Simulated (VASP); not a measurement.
# CoSi2 (Fm-3m) in VASP: further runs, part 2 of 2

VASP 6.6.1. The steps go on from the part before.

## (3) Single point, revPBE, collinear spin, ferromagnetic start (volume scaled by 1.02)

The input, INCAR:

```
PREC     = Accurate       # precision mode
ENCUT    = 520            # plane-wave cutoff, eV
EDIFF    = 1E-6           # SCF threshold, eV
ISMEAR   = 0              # smearing method
SIGMA    = 0.05           # smearing width, eV
LREAL    = F              # projectors in reciprocal space
LASPH    = T              # aspherical terms in the spheres
NELM     = 150            # most SCF steps
ALGO     = Normal         # electronic algorithm
ISIF     = 2              # what is computed and relaxed
LWAVE    = F              # write WAVECAR
LCHARG   = F              # write CHGCAR
ISPIN    = 2              # spin polarisation
MAGMOM   = 0.05 0 0       # initial moments
LORBIT   = 11             # projections on sites
LMAXMIX  = 4              # l up to which the mixer works
GGA      = RE             # functional
NBANDS   = 20             # bands
```

The input, KPOINTS:

```
regular mesh
0
Gamma
  8 8 8
```

The input, POSCAR:

```
CoSi2
1.0
    0.0000000000      2.7085701501      2.7085701501
    2.7085701501      0.0000000000      2.7085701501
    2.7085701501      2.7085701501      0.0000000000
Co Si
1 2
Direct
    0.0000000000      0.0000000000      0.0000000000
    0.2500000000      0.2500000000      0.2500000000
    0.7500000000      0.7500000000      0.7500000000
```

Potentials or basis: VASP PAW PBE potentials, release 64 (Co, Si).

Started as:

```bash
cat potpaw_PBE.64/Co/POTCAR potpaw_PBE.64/Si/POTCAR > POTCAR
mpirun -np 1 vasp_std > vasp.out
```

OUTCAR:

```text
PREC = Accurate
   ENCUT = 520
   EDIFF = 1E-6
   ISMEAR = 0
   LREAL = F
   LASPH = T
   NELM = 150
   ISIF = 2
   ISPIN = 2
   LORBIT = 11
   GGA = RE

 ion  position               nearest neighbor table
   1  0.000  0.000  0.000-   3 2.35   3 2.35   3 2.35   2 2.35   3 2.35   2 2.35   2 2.35   2 2.35

   2  0.250  0.250  0.250-   1 2.35   1 2.35   1 2.35   1 2.35   3 2.71   3 2.71   3 2.71   3 2.71
                             3 2.71   3 2.71
   3  0.750  0.750  0.750-   1 2.35   1 2.35   1 2.35   1 2.35   2 2.71   2 2.71   2 2.71   2 2.71
                             2 2.71   2 2.71

  LATTYP: Found a face centered cubic cell.
 ALAT       =     5.4171403002

  Lattice vectors:

 A1 = (   0.0000000000,   2.7085701501,   2.7085701501)
 A2 = (   2.7085701501,   0.0000000000,   2.7085701501)
 A3 = (   2.7085701501,   2.7085701501,   0.0000000000)

Analysis of symmetry for initial positions (statically):
=====================================================================
 Subroutine PRICEL returns:
 Original cell was already a primitive cell.

 Routine SETGRP: Setting up the symmetry group for a
 face centered cubic supercell.

 Subroutine GETGRP returns: Found 48 space group operations
 (whereof 48 operations were pure point group operations)
 out of a pool of 48 trial point group operations.

The static configuration has the point symmetry O_h .

Analysis of symmetry for dynamics (positions and initial velocities):
=====================================================================
 Subroutine PRICEL returns:
 Original cell was already a primitive cell.

 Routine SETGRP: Setting up the symmetry group for a
 face centered cubic supercell.

 Subroutine GETGRP returns: Found 48 space group operations
 (whereof 48 operations were pure point group operations)
 out of a pool of 48 trial point group operations.

The dynamic configuration has the point symmetry O_h .

Analysis of structural, dynamic, and magnetic symmetry:
=====================================================================
 Subroutine PRICEL returns:
 Original cell was already a primitive cell.

 Routine SETGRP: Setting up the symmetry group for a
 face centered cubic supercell.

 Subroutine GETGRP returns: Found 48 space group operations
 (whereof 48 operations were pure point group operations)
 out of a pool of 48 trial point group operations.

The overall configuration has the point symmetry O_h .

 Subroutine INISYM returns: Found 48 space group operations
 (whereof 48 operations are pure point group operations),
 and found     1 'primitive' translations

----------------------------------------------------------------------------------------

                                     Primitive cell

  volume of cell :      39.7420

  direct lattice vectors                    reciprocal lattice vectors
     0.000000000  2.708570150  2.708570150    -0.184599243  0.184599243  0.184599243
     2.708570150  0.000000000  2.708570150     0.184599243 -0.184599243  0.184599243
     2.708570150  2.708570150  0.000000000     0.184599243  0.184599243 -0.184599243

  length of vectors
     3.830496641  3.830496641  3.830496641     0.319735268  0.319735268  0.319735268

  position of ions in fractional coordinates (direct lattice)
     0.000000000  0.000000000  0.000000000
     0.250000000  0.250000000  0.250000000
     0.750000000  0.750000000  0.750000000

  ion indices of the primitive-cell ions
   primitive index   ion index
                 1           1
                 2           2
[... 73 lines left out ...]
   EDIFF  = 0.1E-05   stopping-criterion for ELM
   LREAL  =      F    real-space projection
   EDIFFG = 0.1E-04   stopping-criterion for IOM
   NSW    =      0    number of steps for IOM
   IBRION =     -1    ionic relax: 0-MD 1-quasi-New 2-CG
   NFREE  =      0    steps in history (QN), initial steepest desc. (CG)
   ISIF   =      2    stress and relaxation
   ISYM   =      2    0-nonsym 1-usesym 2-fastsym
   POTIM  = 0.5000    time-step for ionic-motion
   TEBEG  =    0.0;   TEEND  =   0.0 temperature during run
   PSTRESS=    0.0 pullay stress
   NELECT =      17.0000    total number of electrons
   NUPDOWN=      -1.0000    fix difference up-down
   EMIN   =  10.00;   EMAX   =-10.00  energy-range for DOS
   EFERMI =   0.00;   METHOD = LEGACY
   ISMEAR =     0;   SIGMA  =   0.05  broadening in eV -4-tet -1-fermi 0-gaus
   EFERMI_NEDOS =   21; number of points for ismear=-14 and -15
   IALGO  =     38    algorithm
   IMIX   =      4    mixing-type and parameters
     AMIX     =   0.40;   BMIX     =  1.00
     AMIX_MAG =   1.60;   BMIX_MAG =  1.00
  volume/ion in A,a.u.               =      13.25        89.40
  Fermi-wavevector in a.u.,A,eV,Ry     =   1.233505  2.330987 20.701748  1.521536
  Thomas-Fermi vector in A             =   2.368233
   LORBIT       =     11    0 simple, 1 ext, 2 COOP (PROOUT), +10 PAW based schemes
   GGA     = RE    functional components
   LHFCALC =     F    Hartree Fock is set to
   AEXX    =    0.0000 exact exchange contribution
   IVDW    =     0    specifies the selected vdW correction
   LEPSILON=     F    determine dielectric tensor
   LRPA    =     F    only Hartree local field effects (RPA)
 spin polarized calculation
 Gauss-broadening in eV      SIGMA  =   0.05
  energy-cutoff  :      520.00
  volume of cell :       39.74
 maximum number of plane-waves:      1090
   NGX = 15   NGY = 15   NGZ = 15

 number of electron      16.9999992 magnetization       0.0001816

 number of electron      16.9999992 magnetization      -0.0000158

 Free energy of the ion-electron system (eV)
  ---------------------------------------------------
  ext. energy  EPLUGINS =         0.00000000
  ---------------------------------------------------
  free energy    TOTEN  =       -18.35850346 eV

  energy without entropy =      -18.35673026  energy(sigma->0) =      -18.35761686

 E-fermi :   9.6866     XC(G=0): -11.5549

 val. band max:        9.5569336713   @ k =   0.5000   0.2500   0.1250
 cond. band min:       9.6916196250   @ k =  -0.3750   0.1250   0.0000
 fundamental gap:      0.1346859537
 Fermi energy:         9.6865648334

 spin component 1

 k-point     1 :       0.0000    0.0000    0.0000
  band No.  band energies     occupation
      1      -3.1532      1.00000
      2       5.7883      1.00000
      3       5.7883      1.00000
      4       5.7883      1.00000
      5       7.9175      1.00000
      6       7.9175      1.00000
[... 541 lines left out ...]
     19      24.5600      0.00000
     20      25.1465      0.00000

 [... further k-points ...]

 spin component 2

 k-point     1 :       0.0000    0.0000    0.0000
  band No.  band energies     occupation
      1      -3.1532      1.00000
      2       5.7883      1.00000
      3       5.7883      1.00000
      4       5.7883      1.00000
      5       7.9175      1.00000
      6       7.9175      1.00000
[... 541 lines left out ...]
     19      24.5600      0.00000
     20      25.1465      0.00000

 [... further k-points ...]

------------------------ aborting loop because EDIFF is reached ----------------------------------------

  FORCE on cell =-STRESS in cart. coord.  units (eV):
  Direction    XX          YY          ZZ          XY          YZ          ZX
  --------------------------------------------------------------------------------------
  -------------------------------------------------------------------------------------
  Total       -0.9288201     -0.9288201     -0.9288201      0.0000000     -0.0000000      0.0000000
  in kB      -37.4448355    -37.4448355    -37.4448355      0.0000000     -0.0000000      0.0000000
  external PRESSURE =     -37.4448355 kB  Pullay stress =       0.0000000 kB

 VOLUME and BASIS-vectors are now :
 -----------------------------------------------------------------------------
  energy-cutoff  :      520.00
  volume of cell :       39.74
      direct lattice vectors                 reciprocal lattice vectors
     0.000000000  2.708570150  2.708570150    -0.184599243  0.184599243  0.184599243
     2.708570150  0.000000000  2.708570150     0.184599243 -0.184599243  0.184599243
     2.708570150  2.708570150  0.000000000     0.184599243  0.184599243 -0.184599243

 POSITION                                       TOTAL-FORCE (eV/Angst)
 -----------------------------------------------------------------------------------
      0.00000      0.00000      0.00000        -0.000000      0.000000     -0.000000
      1.35429      1.35429      1.35429        -0.000000     -0.000000     -0.000000
      4.06286      4.06286      4.06286         0.000000     -0.000000      0.000000
 -----------------------------------------------------------------------------------
    total drift:                               -0.000000     -0.000000      0.000000

  FREE ENERGIE OF THE ION-ELECTRON SYSTEM (eV)
  ---------------------------------------------------
  free  energy   TOTEN  =       -18.3585034641 eV

  energy  without entropy=      -18.3567302569  energy(sigma->0) =      -18.35761686

 total charge

# of ion       s       p       d       tot
------------------------------------------
    1        0.524   0.681   7.559   8.765
    2        0.718   0.851   0.000   1.569
    3        0.718   0.851   0.000   1.569
--------------------------------------------------
tot          1.961   2.383   7.559  11.903

 magnetization (x)

# of ion       s       p       d       tot
------------------------------------------
    1       -0.000  -0.000  -0.000  -0.000
    2        0.000   0.000   0.000   0.000
    3        0.000   0.000   0.000   0.000
--------------------------------------------------
tot          0.000  -0.000  -0.000  -0.000
```

Run time: 99 s. Hardware: 1 thread of AMD EPYC 7R13, shared host; peak memory 0.16 GiB.

Results:

| Item | Value |
| --- | --- |
| Free energy | -18.3585 eV |
| Pressure | -3.7 GPa |
| Net moment | 0.00 μB per cell |
| Valence electrons inside the program's atomic spheres | Co 8.77; Si 1.57 |

Levels at points of the mesh, in eV from the Fermi level:
Spin up:
```
           k point  band 6  band 7  band 8  band 9  band 10  band 11  band 12  band 13
(0.00, 0.00, 0.00)   -1.77    0.52    3.30    3.30     3.30     3.44     3.44     3.44
(0.50, 0.00, 0.00)   -1.50   -1.50   -0.44   -0.44     2.64     3.33     3.33     4.12
(0.50, 0.50, 0.00)   -1.83   -1.83   -1.79   -1.23     1.48     2.94     8.47     9.31
```
Spin down:
```tsv
k point	band 7	band 8	band 9	band 10	band 11	band 12
(0.00, 0.00, 0.00)	0.52	3.30	3.30	3.30	3.44	3.44
(0.50, 0.00, 0.00)	-1.50	-0.44	-0.44	2.64	3.33	3.33
(0.50, 0.50, 0.00)	-1.83	-1.79	-1.23	1.48	2.94	8.47
```

Caveat: the PAW data sets were made with another functional, which shifts forces and pressure a little.

## (4) Single point, revPBE, collinear spin, ferromagnetic start (volume scaled by 1.04)

The input, INCAR:

```
ALGO = Normal ; EDIFF = 1E-7
ENCUT = 520 ; GGA = RE
ISIF = 2 ; ISMEAR = 0
ISPIN = 2 ; LASPH = T
LCHARG = F ; LMAXMIX = 4
LORBIT = 11 ; LREAL = F
LWAVE = F ; MAGMOM = 0.05 0 0
NBANDS = 20 ; NELM = 150
PREC = Accurate ; SIGMA = 0.05
```

The input, KPOINTS:

```
k-points
0
Gamma
  8 8 8
```

The input, POSCAR:

```
CoSi2
1.0
    0.0000000000      2.7261587608      2.7261587608
    2.7261587608      0.0000000000      2.7261587608
    2.7261587608      2.7261587608      0.0000000000
Co Si
1 2
Direct
    0.0000000000      0.0000000000      0.0000000000
    0.2500000000      0.2500000000      0.2500000000
    0.7500000000      0.7500000000      0.7500000000
```

Started as:

```bash
cat potpaw_PBE.64/Co/POTCAR potpaw_PBE.64/Si/POTCAR > POTCAR
mpirun -np 1 vasp_std > vasp.out
```

Run time: 2.2 min. Hardware: 1 thread of AMD EPYC 7R13, shared host; peak memory 0.17 GiB.

The run converged. Its results:

| Item | Value |
| --- | --- |
| Free energy | -18.3335 eV |
| Pressure | -6.6 GPa |
| Net moment | 0.00 μB per cell |
| Valence electrons inside the program's atomic spheres | Co 8.71; Si 1.56 |

Levels at points of the mesh, in eV from the Fermi level:
Spin up:
```tsv
k point	band 5	band 6	band 7	band 8	band 9	band 10	band 11	band 12	band 13	band 14
(0.00, 0.00, 0.00)	-1.71	-1.71	0.33	3.23	3.23	3.23	3.43	3.43	3.43	5.48
(0.50, 0.00, 0.00)	-2.02	-1.46	-1.46	-0.44	-0.44	2.57	3.27	3.27	3.96	10.12
(0.50, 0.50, 0.00)	-3.49	-1.78	-1.78	-1.73	-1.19	1.41	2.93	8.45	9.11	9.11
```
Spin down:
```csv
k point,band 5,band 6,band 7,band 8,band 9,band 10,band 11,band 12,band 13,band 14
"(0.00, 0.00, 0.00)",-1.71,-1.71,0.33,3.23,3.23,3.23,3.43,3.43,3.43,5.48
"(0.50, 0.00, 0.00)",-2.02,-1.46,-1.46,-0.44,-0.44,2.57,3.27,3.27,3.96,10.12
"(0.50, 0.50, 0.00)",-3.49,-1.78,-1.78,-1.73,-1.19,1.41,2.93,8.45,9.11,9.11
```

Caveat: the PAW data sets were made with another functional, which shifts forces and pressure a little.

## (5) Single point, r2SCAN, collinear spin, ferromagnetic start (volume scaled by 0.96)

The input, POSCAR:

```
CoSi2
1.0
    0.0000000000      2.6215479285      2.6215479285
    2.6215479285      0.0000000000      2.6215479285
    2.6215479285      2.6215479285      0.0000000000
Co Si
1 2
Direct
    0.0000000000      0.0000000000      0.0000000000
    0.2500000000      0.2500000000      0.2500000000
    0.7500000000      0.7500000000      0.7500000000
```

The input, INCAR.step1:

```
SYSTEM = CoSi2
ALGO = Normal
EDIFF = 1E-4
ENCUT = 520
GGA = PE
ISMEAR = 0
ISPIN = 2
LASPH = .TRUE.
LCHARG = .FALSE.
LMAXMIX = 4
LREAL = .FALSE.
LWAVE = .TRUE.
MAGMOM = 0.05 0 0
NBANDS = 20
NELM = 150
PREC = Accurate
SIGMA = 0.05
```

The input, INCAR.step2:

```
SYSTEM = CoSi2
ALGO = Normal
EDIFF = 1E-7
ENCUT = 520
ISIF = 2
ISMEAR = 0
ISPIN = 2
ISTART = 1
LASPH = .TRUE.
LCHARG = .TRUE.
LELF = .TRUE.
LMAXMIX = 4
LMIXTAU = .TRUE.
LORBIT = 11
LREAL = .FALSE.
LVHAR = .TRUE.
LWAVE = .FALSE.
MAGMOM = 0.05 0 0
METAGGA = R2SCAN
NBANDS = 20
NELM = 150
PREC = Accurate
SIGMA = 0.05
```

The input, KPOINTS:

```
k-points
0
G
  8 8 8
  0 0 0
```

Started as:

```bash
cat potpaw_PBE.64/Co/POTCAR potpaw_PBE.64/Si/POTCAR > POTCAR
cp INCAR.step1 INCAR
mpirun -np 1 vasp_std > vasp.out
cp INCAR.step2 INCAR
mpirun -np 1 vasp_std > vasp.out
```

It took 7.1 min on 1 thread of AMD EPYC 7R13, shared host; peak memory 0.17 GiB.

Results (log left out):

```
Free energy                                           : -31.9683 eV
Pressure                                              : 8.7 GPa
Net moment                                            : 0.00 μB per cell
Valence electrons inside the program's atomic spheres : Co 9.11; Si 1.64
```

Levels at points of the mesh, in eV from the Fermi level:
Spin up:
| k point | band 6 | band 7 | band 8 | band 9 | band 10 | band 11 | band 12 | band 13 |
| --- | --- | --- | --- | --- | --- | --- | --- | --- |
| (0.00, 0.00, 0.00) | -2.17 | 2.01 | 3.67 | 3.67 | 3.67 | 3.96 | 3.96 | 3.96 |
| (0.50, 0.00, 0.00) | -1.79 | -1.79 | -0.52 | -0.52 | 3.45 | 3.89 | 3.89 | 5.44 |
| (0.50, 0.50, 0.00) | -2.14 | -2.08 | -2.08 | -1.49 | 2.16 | 3.28 | 9.10 | 11.06 |
Spin down:
| k point | band 5 | band 6 | band 7 | band 8 | band 9 | band 10 | band 11 | band 12 | band 13 | band 14 |
| --- | --- | --- | --- | --- | --- | --- | --- | --- | --- | --- |
| (0.00, 0.00, 0.00) | -2.17 | -2.17 | 2.01 | 3.67 | 3.67 | 3.67 | 3.96 | 3.96 | 3.96 | 6.51 |
| (0.50, 0.00, 0.00) | -2.30 | -1.79 | -1.79 | -0.52 | -0.52 | 3.45 | 3.89 | 3.89 | 5.44 | 11.33 |
| (0.50, 0.50, 0.00) | -4.03 | -2.14 | -2.08 | -2.08 | -1.49 | 2.16 | 3.28 | 9.10 | 11.06 | 11.06 |

Caveat: the PAW data sets were made with another functional, which shifts forces and pressure a little.

## (6) Single point, r2SCAN, collinear spin, ferromagnetic start (volume scaled by 0.98)

The input, POSCAR:

```
CoSi2
1.0
    0.0000000000      2.6396281407      2.6396281407
    2.6396281407      0.0000000000      2.6396281407
    2.6396281407      2.6396281407      0.0000000000
Co Si
1 2
Direct
    0.0000000000      0.0000000000      0.0000000000
    0.2500000000      0.2500000000      0.2500000000
    0.7500000000      0.7500000000      0.7500000000
```

The input, INCAR.step1:

```
ALGO = Normal
EDIFF = 1E-4
ENCUT = 520
GGA = PE
ISMEAR = 0
ISPIN = 2
LASPH = T
LCHARG = F
LMAXMIX = 4
LREAL = F
LWAVE = T
MAGMOM = 0.05 0 0
NBANDS = 20
NELM = 150
PREC = Accurate
SIGMA = 0.05
```

The input, INCAR.step2:

```
ALGO = Normal
EDIFF = 1E-6
ENCUT = 520
ISIF = 2
ISMEAR = 0
ISPIN = 2
ISTART = 1
LASPH = T
LCHARG = F
LMAXMIX = 4
LMIXTAU = T
LORBIT = 11
LREAL = F
LWAVE = F
MAGMOM = 0.05 0 0
METAGGA = R2SCAN
NBANDS = 20
NELM = 150
PREC = Accurate
SIGMA = 0.05
```

The input, KPOINTS:

```
k-points
0
Gamma
  8 8 8
```

Potentials or basis: VASP PAW PBE potentials, release 64 (Co, Si).

Started as:

```bash
cat potpaw_PBE.64/Co/POTCAR potpaw_PBE.64/Si/POTCAR > POTCAR
cp INCAR.step1 INCAR
mpirun -np 1 vasp_std > vasp.out
cp INCAR.step2 INCAR
mpirun -np 1 vasp_std > vasp.out
```

It took 6.2 min on 1 thread of AMD EPYC 7R13, shared host; peak memory 0.17 GiB.

Results (log left out):

```yaml
Free_energy: -31.9982 eV
Pressure: 4.1 GPa
Net_moment: 0.00 μB per cell
Valence_electrons_inside_the_program's_atomic_spheres: Co 9.04; Si 1.62
```

Levels at points of the mesh, in eV from the Fermi level:
Spin up:
```csv
k point,band 5,band 6,band 7,band 8,band 9,band 10,band 11,band 12,band 13,band 14
"(0.00, 0.00, 0.00)",-2.10,-2.10,1.78,3.66,3.66,3.66,3.87,3.87,3.87,6.41
"(0.50, 0.00, 0.00)",-2.25,-1.73,-1.73,-0.51,-0.51,3.37,3.82,3.82,5.24,11.23
"(0.50, 0.50, 0.00)",-3.97,-2.07,-2.02,-2.02,-1.44,2.06,3.26,9.08,10.83,10.83
```
Spin down:
```tsv
k point	band 6	band 7	band 8	band 9	band 10	band 11	band 12	band 13
(0.00, 0.00, 0.00)	-2.10	1.78	3.66	3.66	3.66	3.87	3.87	3.87
(0.50, 0.00, 0.00)	-1.73	-1.73	-0.51	-0.51	3.37	3.82	3.82	5.24
(0.50, 0.50, 0.00)	-2.07	-2.02	-2.02	-1.44	2.06	3.26	9.08	10.83
```

Caveat: the PAW data sets were made with another functional, which shifts forces and pressure a little.

## (7) Overview

```csv
level,cell,gap on the mesh (eV),pressure (GPa),moment (μB)
revPBE,"a = 3.805 Å, angles 60.0°, 3 atoms",none,-0.5,0.00
revPBE,"a = 3.830 Å, angles 60.0°, 3 atoms",none,-3.7,0.00
revPBE,"a = 3.855 Å, angles 60.0°, 3 atoms",none,-6.6,0.00
r2SCAN,"a = 3.707 Å, angles 60.0°, 3 atoms",none,8.7,0.00
r2SCAN,"a = 3.733 Å, angles 60.0°, 3 atoms",none,4.1,0.00
```

Alike in all rows: task single point; potentials or basis VASP PAW PBE potentials, release 64 (Co, Si); spin collinear, ferromagnetic start; k mesh 8 × 8 × 8; cutoff (eV) 520; smearing gaussian 0.05 eV.

Caveats: the PAW data sets were made with another functional, which shifts forces and pressure a little.

Total energies depend on the potentials used, so only differences within one code and one set of settings carry meaning.
